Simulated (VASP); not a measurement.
**Ti3S2: single point with PBEsol**

Ti3S2:

```
CELL_PARAMETERS angstrom
2.69490 1.55591 3.21589
-2.69490 1.55591 3.21589
0.00000 -3.11180 3.21589
ATOMIC_POSITIONS crystal
Ti 0.33565 0.66434 0.00000
Ti 0.66434 0.00000 0.33565
Ti 0.00000 0.33565 0.66434
S 0.83216 0.83216 0.83216
S 0.16784 0.16784 0.16784
```

- Program: VASP 6.6.1
- Task: single point
- Functional: PBEsol
- Potentials or basis: VASP PAW PBE potentials, release 64 (Ti_sv, S)
- Cutoff: 520 eV
- k mesh: 6 × 6 × 6
- Occupations: methfessel-paxton, width 0.05 eV
- Spin: no spin polarisation
- Dipole correction: no
- Further INCAR settings: ALGO = Normal; EDIFF = 1e-06; NBANDS = 32

| Item | Value |
| --- | --- |
| Pressure | -1.7 GPa |
| Largest force | 0.019 eV/Å |
| Band gap on the k mesh | zero (bands 24 and 25 overlap by 0.22 eV) |

Forces in eV/Å, atoms in the order of the input:
```
Ti   0.019  0.000  0.000
Ti  -0.009 -0.017  0.000
Ti  -0.010  0.017  0.000
S    0.000  0.000 -0.013
S    0.000  0.000  0.012
```

Stress tensor (GPa, compression positive):
```
-1.69  0.00  0.00
 0.00 -1.69  0.00
 0.00  0.00 -1.86
```

Levels at points of the mesh, in eV from the Fermi level:
| k point | band 21 | band 22 | band 23 | band 24 | band 25 | band 26 | band 27 | band 28 |
| --- | --- | --- | --- | --- | --- | --- | --- | --- |
| (0.00, 0.00, 0.00) | -2.14 | -1.43 | 0.02 | 0.02 | 0.61 | 0.61 | 1.86 | 1.86 |
| (0.50, 0.00, 0.00) | -0.91 | -0.88 | -0.66 | -0.42 | -0.12 | 0.88 | 1.35 | 1.44 |
| (0.50, 0.50, 0.00) | -1.47 | -1.03 | -0.67 | -0.18 | 0.13 | 0.71 | 1.43 | 1.61 |
| (0.50, 0.50, 0.50) | -0.82 | -0.15 | -0.15 | -0.01 | 0.34 | 0.34 | 0.87 | 0.87 |

It took 88 s on 1 thread of AMD EPYC 9R45 96-Core Processor (Zen 5), on a shared host, peak memory 0.22 GiB.

Caveat: the PAW data sets were made with another functional, which shifts forces and pressure a little.
